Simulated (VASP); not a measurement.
Write the native input for VASP 6.6.1 that does the following.

| Item | Value |
| --- | --- |
| Task | single point |
| Functional | LDA |
| Potentials or basis | VASP PAW LDA potentials, release 64 (Li_sv) |
| Cutoff | 520 eV |
| k mesh | 18 × 18 × 18 |
| Occupations | gaussian, width 0.15 eV |
| Spin | no spin polarisation |
| Dipole correction | no |
| Further INCAR settings | ALGO = Normal; EDIFF = 1e-06; NBANDS = 8 |

The structure of Li lies in POSCAR:

```
Li
1.0
    0.0000000000      2.2350300000      2.1359400000
    2.2350300000      0.0000000000      2.1359400000
    2.2350300000      2.2350300000      0.0000000000
Li
1
Direct
    0.0000000000      0.0000000000      0.0000000000
```

This cell differs from its parent crystal: strain +0.015 along x and y, -0.030 along z.

One way to write it, as run:

INCAR

```
SYSTEM = Li
PREC = Accurate
ENCUT = 520
EDIFF = 1E-6
ISMEAR = 0
SIGMA = 0.15
LREAL = .False.
LASPH = .True.
NELM = 80
ALGO = Normal
ISIF = 2
LWAVE = .False.
LCHARG = .True.
LELF = .True.
LVHAR = .True.
NBANDS = 8
```

KPOINTS

```
Automatic mesh
0
Gamma
  18 18 18
  0 0 0
```

Potentials or basis: VASP PAW LDA potentials, release 64 (Li_sv).

The run is started by

```console
$ cat potpaw_LDA.64/Li_sv/POTCAR > POTCAR
$ mpirun -np 1 vasp_std > vasp.out
```

It gave:

```yaml
Band_gap_on_the_k_mesh: zero (an odd number of electrons rules out a gap without spin polarisation)
```

Caveat: the cell differs from its parent crystal (strain +0.015 along x and y, -0.030 along z).

It took 15 s on 1 thread of Intel(R) Xeon(R) 6975P-C (Granite Rapids), on a shared host, peak memory 0.17 GiB.
